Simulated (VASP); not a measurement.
# Mg (I4/mmm) in VASP: a series of runs

The runs below take Mg through single point, with PBE.

All numbers are computed with VASP 6.6.1; they aren't measurements. Logs are shortened: lines on timing, memory, paths and dates and some standing lists are left out, and cuts for length are marked.

### 1 The cell of the first run

Symmetry: I4/mmm, No. 139, tetragonal system. The conventional cell has a = 3.842 Å, b = 3.842 Å, c = 3.137 Å, α = 90.00°, β = 90.00°, γ = 90.00°. Within 4.1 Å of Mg (site symmetry 4/mmm) lie 14 Mg at 3.14 to 3.84 Å.

### 2 Single point, PBE

INCAR

```
SYSTEM = Mg
ALGO = Fast
EDIFF = 1E-6
ENCUT = 520
GGA = PE
ISIF = 2
ISMEAR = 0
LASPH = .TRUE.
LCHARG = .TRUE.
LELF = .TRUE.
LREAL = .FALSE.
LVHAR = .TRUE.
LWAVE = .FALSE.
NBANDS = 7
NELM = 100
PREC = Accurate
SIGMA = 0.15
```

KPOINTS

```
k-points
0
G
  18 18 18
  0 0 0
```

POSCAR

```
Mg
1.0
   -1.9212000000      1.9212000000      1.5685000000
    1.9212000000     -1.9212000000      1.5685000000
    1.9212000000      1.9212000000     -1.5685000000
Mg
1
Direct
    0.0000000000      0.0000000000      0.0000000000
```

Potentials or basis: VASP PAW PBE potentials, release 64 (Mg).

On the command line:

```
> cat potpaw_PBE.64/Mg/POTCAR > POTCAR
> mpirun -np 1 vasp_std > vasp.out
```

OUTCAR:

```text
SYSTEM = Mg
   EDIFF = 1E-6
   ENCUT = 520
   GGA = PE
   ISIF = 2
   ISMEAR = 0
   LASPH = .TRUE.
   LREAL = .FALSE.
   NELM = 100
   PREC = Accurate

 ion  position               nearest neighbor table
   1  0.000  0.000  0.000-

  LATTYP: Found a body centered tetragonal cell.
 ALAT       =     3.8424000000
 C/A-ratio  =     0.8164168228

  Lattice vectors:

 A1 = (  -1.9212000000,   1.9212000000,   1.5685000000)
 A2 = (   1.9212000000,  -1.9212000000,   1.5685000000)
 A3 = (   1.9212000000,   1.9212000000,  -1.5685000000)

Analysis of symmetry for initial positions (statically):
=====================================================================
 Subroutine PRICEL returns:
 Original cell was already a primitive cell.

 Routine SETGRP: Setting up the symmetry group for a
 body centered tetragonal supercell.

 Subroutine GETGRP returns: Found 16 space group operations
 (whereof 16 operations were pure point group operations)
 out of a pool of 16 trial point group operations.

The static configuration has the point symmetry D_4h.

Analysis of symmetry for dynamics (positions and initial velocities):
=====================================================================
 Subroutine PRICEL returns:
 Original cell was already a primitive cell.

 Routine SETGRP: Setting up the symmetry group for a
 body centered tetragonal supercell.

 Subroutine GETGRP returns: Found 16 space group operations
 (whereof 16 operations were pure point group operations)
 out of a pool of 16 trial point group operations.

The dynamic configuration has the point symmetry D_4h.

 Subroutine INISYM returns: Found 16 space group operations
 (whereof 16 operations are pure point group operations),
 and found     1 'primitive' translations

----------------------------------------------------------------------------------------

                                     Primitive cell

  volume of cell :      23.1574

  direct lattice vectors                    reciprocal lattice vectors
    -1.921200000  1.921200000  1.568500000     0.000000000  0.260254008  0.318775901
     1.921200000 -1.921200000  1.568500000     0.260254008  0.000000000  0.318775901
     1.921200000  1.921200000 -1.568500000     0.260254008  0.260254008  0.000000000

  length of vectors
     3.137229850  3.137229850  3.137229850     0.411521838  0.411521838  0.368054748

  position of ions in fractional coordinates (direct lattice)
     0.000000000  0.000000000  0.000000000

  ion indices of the primitive-cell ions
   primitive index   ion index
                 1           1

----------------------------------------------------------------------------------------

 KPOINTS: k-points

Automatic generation of k-mesh.
 Grid dimensions read from file:
 generate k-points for:   18   18   18

 Generating k-lattice:

  Cartesian coordinates                     Fractional coordinates (reciprocal lattice)
     0.000000000  0.014458556  0.017709772     0.055555556  0.000000000  0.000000000
     0.014458556  0.000000000  0.017709772     0.000000000  0.055555556  0.000000000
     0.014458556  0.014458556  0.000000000     0.000000000  0.000000000  0.055555556

  Length of vectors
     0.022862324  0.022862324  0.020447486

  Shift w.r.t. Gamma in fractional coordinates (k-lattice)
     0.000000000  0.000000000  0.000000000

 Subroutine IBZKPT returns following result:
 ===========================================

 Found    480 irreducible k-points:

 Following reciprocal coordinates:
            Coordinates               Weight
  0.000000  0.000000  0.000000      1.000000
  0.055556 -0.000000  0.000000      8.000000
  0.111111 -0.000000  0.000000      8.000000
  0.166667  0.000000  0.000000      8.000000
  0.222222  0.000000  0.000000      8.000000
  0.277778  0.000000  0.000000      8.000000
[... 16 lines left out ...]
 -0.277778  0.055556  0.000000     16.000000
 -0.222222  0.055556  0.000000     16.000000
 [... further k-points ...]
   k-points           NKPTS =    480   k-points in BZ     NKDIM =    480   number of bands    NBANDS=      7
   number of dos      NEDOS =    301   number of ions     NIONS =      1
   total plane-waves  NPLWV =  13824
   dimension x,y,z NGX =    24 NGY =   24 NGZ =   24
   dimension x,y,z NGXF=    48 NGYF=   48 NGZF=   48
   ions per type =               1
   NGX,Y,Z   is equivalent  to a cutoff of  12.72, 12.72, 12.72 a.u.
   NGXF,Y,Z  is equivalent  to a cutoff of  25.44, 25.44, 25.44 a.u.
 SYSTEM =  Mg
   PREC   = accura    normal or accurate (medium, high low for compatibility)
   ISTART =      0    job   : 0-new  1-cont  2-samecut
   ICHARG =      2    charge: 1-file 2-atom 10-const
   ISPIN  =      1    spin polarized calculation?
   LNONCOLLINEAR =      F non collinear calculations
   LSORBIT =      F    spin-orbit coupling
   LASPH  =      T    aspherical Exc in radial PAW
   ENCUT  =  520.0 eV  38.22 Ry    6.18 a.u.   5.83  5.83  5.83*2*pi/ulx,y,z
   NELM   =    100;   NELMIN=  2; NELMDL= -5     # of ELM steps
   EDIFF  = 0.1E-05   stopping-criterion for ELM
   LREAL  =      F    real-space projection
   EDIFFG = 0.1E-04   stopping-criterion for IOM
   NSW    =      0    number of steps for IOM
   IBRION =     -1    ionic relax: 0-MD 1-quasi-New 2-CG
   NFREE  =      0    steps in history (QN), initial steepest desc. (CG)
   ISIF   =      2    stress and relaxation
   ISYM   =      2    0-nonsym 1-usesym 2-fastsym
   POTIM  = 0.5000    time-step for ionic-motion
   TEBEG  =    0.0;   TEEND  =   0.0 temperature during run
   PSTRESS=    0.0 pullay stress
   NELECT =       2.0000    total number of electrons
   NUPDOWN=      -1.0000    fix difference up-down
   EMIN   =  10.00;   EMAX   =-10.00  energy-range for DOS
   EFERMI =   0.00;   METHOD = LEGACY
   ISMEAR =     0;   SIGMA  =   0.15  broadening in eV -4-tet -1-fermi 0-gaus
   EFERMI_NEDOS =   21; number of points for ismear=-14 and -15
   IALGO  =     68    algorithm
   IMIX   =      4    mixing-type and parameters
     AMIX     =   0.40;   BMIX     =  1.00
     AMIX_MAG =   1.60;   BMIX_MAG =  1.00
  volume/ion in A,a.u.               =      23.16       156.27
  Fermi-wavevector in a.u.,A,eV,Ry     =   0.723638  1.367478  7.124725  0.523653
  Thomas-Fermi vector in A             =   1.813906
   LORBIT       =      0    0 simple, 1 ext, 2 COOP (PROOUT), +10 PAW based schemes
   GGA     = PE    functional components
   LHFCALC =     F    Hartree Fock is set to
   AEXX    =    0.0000 exact exchange contribution
   IVDW    =     0    specifies the selected vdW correction
   LEPSILON=     F    determine dielectric tensor
   LRPA    =     F    only Hartree local field effects (RPA)
 non-spin polarized calculation
 RMM-DIIS sequential band-by-band and
 Gauss-broadening in eV      SIGMA  =   0.15
  energy-cutoff  :      520.00
  volume of cell :       23.16
 maximum number of plane-waves:       638
   NGX = 11   NGY = 11   NGZ = 11

 number of electron       2.0000000 magnetization

 Free energy of the ion-electron system (eV)
  ---------------------------------------------------
  ext. energy  EPLUGINS =         0.00000000
  ---------------------------------------------------
  free energy    TOTEN  =        -1.46490814 eV

  energy without entropy =       -1.45921692  energy(sigma->0) =       -1.46206253

 E-fermi :   2.5736     XC(G=0):  -8.4612

 val. band max:        2.5722996547   @ k =  -0.4444   0.4444   0.3889
 cond. band min:       2.5842028207   @ k =   0.4444   0.3333   0.0556
 fundamental gap:      0.0119031660
 Fermi energy:         2.5736445218

 k-point     1 :       0.0000    0.0000    0.0000
  band No.  band energies     occupation
      1      -4.3074      2.00000
      2      13.1087      0.00000
      3      15.1964      0.00000
      4      15.1964      0.00000
      5      15.3966      0.00000
      6      17.4943      0.00000
      7      17.4943      0.00000

 k-point     2 :       0.0556   -0.0000    0.0000
  band No.  band energies     occupation
      1      -4.2285      2.00000
      2      12.7653      0.00000
      3      14.4145      0.00000
      4      15.6776      0.00000
      5      16.0025      0.00000
      6      16.6796      0.00000
      7      16.8659      0.00000

 k-point     3 :       0.1111   -0.0000    0.0000
  band No.  band energies     occupation
      1      -3.9923      2.00000
      2      12.1455      0.00000
      3      13.4566      0.00000
      4      14.7259      0.00000
      5      15.7494      0.00000
      6      16.7229      0.00000
      7      16.8551      0.00000

 k-point     4 :       0.1667    0.0000    0.0000
  band No.  band energies     occupation
      1      -3.5999      2.00000
      2      11.5536      0.00000
      3      12.0133      0.00000
      4      13.4954      0.00000
      5      14.6557      0.00000
      6      16.5646      0.00000
      7      18.0051      0.00000

 k-point     5 :       0.2222    0.0000    0.0000
  band No.  band energies     occupation
      1      -3.0534      2.00000
      2      10.1718      0.00000
      3      11.0609      0.00000
      4      12.8067      0.00000
      5      13.6678      0.00000
      6      15.8256      0.00000
      7      18.7301      0.00000

 k-point     6 :       0.2778    0.0000    0.0000
  band No.  band energies     occupation
      1      -2.3554      2.00000
      2       8.3189      0.00000
      3      10.6858      0.00000
      4      12.3392      0.00000
      5      12.8138      0.00000
      6      15.0908      0.00000
      7      19.0137      0.00000

 k-point     7 :       0.3333    0.0000    0.0000
  band No.  band energies     occupation
      1      -1.5100      2.00000
      2       6.5519      0.00000
      3      10.4319      0.00000
      4      12.0152      0.00000
      5      12.1054      0.00000
      6      14.4584      0.00000
      7      19.3460      0.00000
[... 121 lines left out ...]
 k-point    20 :      -0.4444    0.0556    0.0000
  band No.  band energies     occupation
      1      -0.0430      2.00000
      2       4.3166      0.00000
      3       9.2928      0.00000
      4      11.4770      0.00000
      5      12.0263      0.00000
      6      14.5919      0.00000
      7      20.7706      0.00000

 k-point    21 :      -0.3889    0.0556   -0.0000
  band No.  band energies     occupation
      1      -1.0826      2.00000
      2       5.9077      0.00000
      3       9.3660      0.00000
      4      11.8376      0.00000
      5      12.2780      0.00000
      6      15.0839      0.00000
      7      20.6197      0.00000

 k-point    22 :      -0.3333    0.0556    0.0000
  band No.  band energies     occupation
      1      -1.9852      2.00000
      2       7.6069      0.00000
      3       9.5876      0.00000
      4      12.1581      0.00000
      5      12.8468      0.00000
      6      15.7065      0.00000
      7      20.2714      0.00000

 k-point    23 :      -0.2778    0.0556    0.0000
  band No.  band energies     occupation
      1      -2.7424      2.00000
      2       9.2896      0.00000
      3      10.0588      0.00000
      4      12.5595      0.00000
      5      13.6188      0.00000
      6      16.4284      0.00000
      7      19.7551      0.00000

 k-point    24 :      -0.2222    0.0556    0.0000
  band No.  band energies     occupation
      1      -3.3497      2.00000
      2      10.2148      0.00000
      3      11.4572      0.00000
      4      13.1366      0.00000
      5      14.5318      0.00000
      6      17.1423      0.00000
      7      18.7457      0.00000

 [... further k-points ...]

------------------------ aborting loop because EDIFF is reached ----------------------------------------

  FORCE on cell =-STRESS in cart. coord.  units (eV):
  Direction    XX          YY          ZZ          XY          YZ          ZX
  --------------------------------------------------------------------------------------
  -------------------------------------------------------------------------------------
  Total       -0.1066154     -0.1066154      0.3014539      0.0000000      0.0000000      0.0000000
  in kB       -7.3763382     -7.3763382     20.8565192      0.0000000      0.0000000      0.0000000
  external PRESSURE =       2.0346143 kB  Pullay stress =       0.0000000 kB

 VOLUME and BASIS-vectors are now :
 -----------------------------------------------------------------------------
  energy-cutoff  :      520.00
  volume of cell :       23.16
      direct lattice vectors                 reciprocal lattice vectors
    -1.921200000  1.921200000  1.568500000     0.000000000  0.260254008  0.318775901
     1.921200000 -1.921200000  1.568500000     0.260254008  0.000000000  0.318775901
     1.921200000  1.921200000 -1.568500000     0.260254008  0.260254008  0.000000000

 POSITION                                       TOTAL-FORCE (eV/Angst)
 -----------------------------------------------------------------------------------
      0.00000      0.00000      0.00000         0.000000      0.000000      0.000000
 -----------------------------------------------------------------------------------
    total drift:                                0.000000      0.000000     -0.000000

  FREE ENERGIE OF THE ION-ELECTRON SYSTEM (eV)
  ---------------------------------------------------
  free  energy   TOTEN  =        -1.4649081393 eV

  energy  without entropy=       -1.4592169184  energy(sigma->0) =       -1.46206253
```

It took 13 s on 1 thread of Intel Xeon 6975P-C (Granite Rapids), shared host; peak memory 0.2 GiB.

Results:

```
Free energy            : -1.4649 eV
Pressure               : 0.2 GPa
Band gap on the k mesh : zero (band 1 reaches 5.16 eV, above the bottom of band 2 at 0.76 eV)
```

Stress tensor (GPa, compression positive):
```
-0.74  0.00  0.00
 0.00 -0.74  0.00
 0.00  0.00  2.09
```

Levels at points of the mesh, in eV from the Fermi level:
| k point | band 1 | band 2 | band 3 | band 4 |
| --- | --- | --- | --- | --- |
| (0.00, 0.00, 0.00) | -6.88 | 10.54 | 12.62 | 12.62 |
| (0.50, 0.00, 0.00) | -1.05 | -0.26 | 7.68 | 8.47 |
| (0.50, 0.50, 0.00) | -1.97 | -1.81 | 11.50 | 12.06 |
| (0.50, 0.50, 0.50) | 2.42 | 2.42 | 3.15 | 3.62 |

### 3 Single point, PBE

This run uses another cell than the first one, of 23.39 Å³/atom, 1.010 times its volume.

INCAR

```
ALGO = Normal
EDIFF = 1E-6
ENCUT = 520
GGA = PE
ISIF = 2
ISMEAR = 0
LASPH = True
LCHARG = False
LREAL = False
LWAVE = False
NBANDS = 7
NELM = 100
PREC = Accurate
SIGMA = 0.15
```

KPOINTS

```
k-points
0
Gamma
  18 18 18
```

POSCAR

```
Mg
1.0
   -1.7499000000      1.7499000000      1.9094500000
    1.7499000000     -1.7499000000      1.9094500000
    1.7499000000      1.7499000000     -1.9094500000
Mg
1
Direct
    0.0000000000      0.0000000000      0.0000000000
```

Potentials or basis: VASP PAW PBE potentials, release 64 (Mg).

On the command line:

```
> cat potpaw_PBE.64/Mg/POTCAR > POTCAR
> mpirun -np 1 vasp_std > vasp.out
```

Wall time 13 s (1 thread of Intel Xeon 6975P-C (Granite Rapids), shared host); peak memory 0.2 GiB.

The run converged. Its results:

```
Free energy            : -1.4805 eV
Pressure               : -0.8 GPa
Band gap on the k mesh : zero (band 1 reaches 5.17 eV, above the bottom of band 2 at 1.46 eV)
```

Stress tensor (GPa, compression positive):
```
-0.90  0.00  0.00
 0.00 -0.90  0.00
 0.00  0.00 -0.54
```

Levels at points of the mesh, in eV from the Fermi level:
```tsv
k point	band 1	band 2	band 3	band 4	band 5
(0.00, 0.00, 0.00)	-6.87	12.42	12.42	13.99	14.06
(0.50, 0.00, 0.00)	-1.58	-1.10	9.09	9.70	10.64
(0.50, 0.50, 0.00)	-1.20	-0.52	7.65	8.32	9.05
(0.50, 0.50, 0.50)	2.54	3.35	4.43	4.48	4.48
```

### 4 Single point, PBE

This run uses another cell than the first one, of 24.16 Å³/atom, 1.043 times its volume.

INCAR

```
SYSTEM = Mg
PREC = Accurate
ENCUT = 520
EDIFF = 1E-6
ISMEAR = 0
SIGMA = 0.15
LREAL = .False.
LASPH = .True.
NELM = 60
ALGO = Fast
ISIF = 2
LWAVE = .False.
LCHARG = .False.
GGA = PE
NBANDS = 7
```

KPOINTS

```
Automatic mesh
0
Gamma
  18 18 18
  0 0 0
```

POSCAR

```
Mg
1.0
   -1.9212000000      1.9212000000      1.6366500000
    1.9212000000     -1.9212000000      1.6366500000
    1.9212000000      1.9212000000     -1.6366500000
Mg
1
Direct
    0.0000000000      0.0000000000      0.0000000000
```

On the command line:

```
> cat potpaw_PBE.64/Mg/POTCAR > POTCAR
> mpirun -np 1 vasp_std > vasp.out
```

Wall time 13 s (1 thread of Intel Xeon 6975P-C (Granite Rapids), shared host); peak memory 0.2 GiB.

The run converged. Its results:

| Item | Value |
| --- | --- |
| Free energy | -1.4688 eV |
| Pressure | -1.5 GPa |
| Band gap on the k mesh | zero (band 1 reaches 5.13 eV, above the bottom of band 2 at 0.74 eV) |

Stress tensor (GPa, compression positive):
```
-1.84  0.00  0.00
 0.00 -1.84  0.00
 0.00  0.00 -0.72
```

Levels at points of the mesh, in eV from the Fermi level:
| k point | band 1 | band 2 | band 3 | band 4 |
| --- | --- | --- | --- | --- |
| (0.00, 0.00, 0.00) | -6.72 | 10.77 | 12.75 | 12.75 |
| (0.50, 0.00, 0.00) | -1.12 | -0.45 | 7.69 | 8.28 |
| (0.50, 0.50, 0.00) | -1.81 | -1.64 | 10.57 | 10.97 |
| (0.50, 0.50, 0.50) | 2.60 | 2.60 | 3.31 | 3.75 |

### 5 Single point, PBE

This run uses another cell than the first one, of 24.20 Å³/atom, 1.045 times its volume.

INCAR

```
SYSTEM = Mg
ALGO = Normal
EDIFF = 1E-6
ENCUT = 520
GGA = PE
ISIF = 2
ISMEAR = 0
LASPH = .TRUE.
LCHARG = .FALSE.
LREAL = .FALSE.
LWAVE = .FALSE.
NBANDS = 7
NELM = 80
PREC = Accurate
SIGMA = 0.15
```

KPOINTS

```
k-points
0
G
  18 18 18
  0 0 0
```

POSCAR

```
Mg
1.0
   -1.9640500000      1.9640500000      1.5685000000
    1.9640500000     -1.9640500000      1.5685000000
    1.9640500000      1.9640500000     -1.5685000000
Mg
1
Direct
    0.0000000000      0.0000000000      0.0000000000
```

On the command line:

```
> cat potpaw_PBE.64/Mg/POTCAR > POTCAR
> mpirun -np 1 vasp_std > vasp.out
```

Wall time 13 s (1 thread of Intel Xeon 6975P-C (Granite Rapids), shared host); peak memory 0.2 GiB.

Results (log left out):

```
Free energy            : -1.4559 eV
Pressure               : -1.1 GPa
Band gap on the k mesh : zero (band 1 reaches 4.72 eV, above the bottom of band 2 at 0.45 eV)
```

Stress tensor (GPa, compression positive):
```
-1.97  0.00  0.00
 0.00 -1.97  0.00
 0.00  0.00  0.76
```

Levels at points of the mesh, in eV from the Fermi level:
```
           k point  band 1  band 2  band 3  band 4
(0.00, 0.00, 0.00)   -6.69   10.08   11.93   11.93
(0.50, 0.00, 0.00)   -0.95   -0.19    7.47    8.12
(0.50, 0.50, 0.00)   -1.93   -1.90   11.63   11.99
(0.50, 0.50, 0.50)    2.21    2.21    3.09    3.33
```

### 6 Single point, PBE

This run uses another cell than the first one, of 24.06 Å³/atom, 1.039 times its volume.

INCAR

```
PREC = Accurate
ENCUT = 520
EDIFF = 1E-7
ISMEAR = 0
SIGMA = 0.15
LREAL = False
LASPH = True
NELM = 60
ALGO = Fast
ISIF = 2
LWAVE = False
LCHARG = True
GGA = PE
LELF = True
LVHAR = True
NBANDS = 7
```

KPOINTS

```
Automatic mesh
0
Gamma
  18 18 18
```

POSCAR

```
Mg
1.0
   -1.8784000000      1.8784000000      1.7048661797
    1.8784000000     -1.8784000000      1.7048661797
    1.8784000000      1.8784000000     -1.7048661797
Mg
1
Direct
    0.0000000000      0.0000000000      0.0000000000
```

Potentials or basis: VASP PAW PBE potentials, release 64 (Mg).

On the command line:

```
> cat potpaw_PBE.64/Mg/POTCAR > POTCAR
> mpirun -np 1 vasp_std > vasp.out
```

It took 15 s on 1 thread of Intel Xeon 6975P-C (Granite Rapids), shared host; peak memory 0.2 GiB.

The run converged. Its results:

```
Free energy            : -1.4728 eV
Pressure               : -1.6 GPa
Band gap on the k mesh : zero (band 1 reaches 5.43 eV, above the bottom of band 2 at 1.04 eV)
```

Levels at points of the mesh, in eV from the Fermi level:
```tsv
k point	band 1	band 2	band 3	band 4
(0.00, 0.00, 0.00)	-6.74	11.52	13.46	13.46
(0.50, 0.00, 0.00)	-1.25	-0.66	7.97	8.53
(0.50, 0.50, 0.00)	-1.67	-1.36	9.67	10.12
(0.50, 0.50, 0.50)	3.03	3.03	3.56	4.06
```

### 7 Overview

```tsv
cell	gap on the mesh (eV)	pressure (GPa)
a = 3.137 Å, angles 104.5, 104.5, 120.0°, 1 atom	none	0.2
a = 3.126 Å, angles 111.9, 111.9, 104.7°, 1 atom	none	-0.8
a = 3.172 Å, angles 105.4, 105.4, 117.9°, 1 atom	none	-1.5
a = 3.190 Å, angles 104.0, 104.0, 121.1°, 1 atom	none	-1.1
a = 3.156 Å, angles 107.0, 107.0, 114.6°, 1 atom	none	-1.6
```

Alike in all rows: task single point; level PBE; potentials or basis VASP PAW PBE potentials, release 64 (Mg); no spin polarisation; k mesh 18 × 18 × 18; cutoff (eV) 520; smearing gaussian 0.15 eV.

Absolute energies hang on the potentials; compare differences alone.
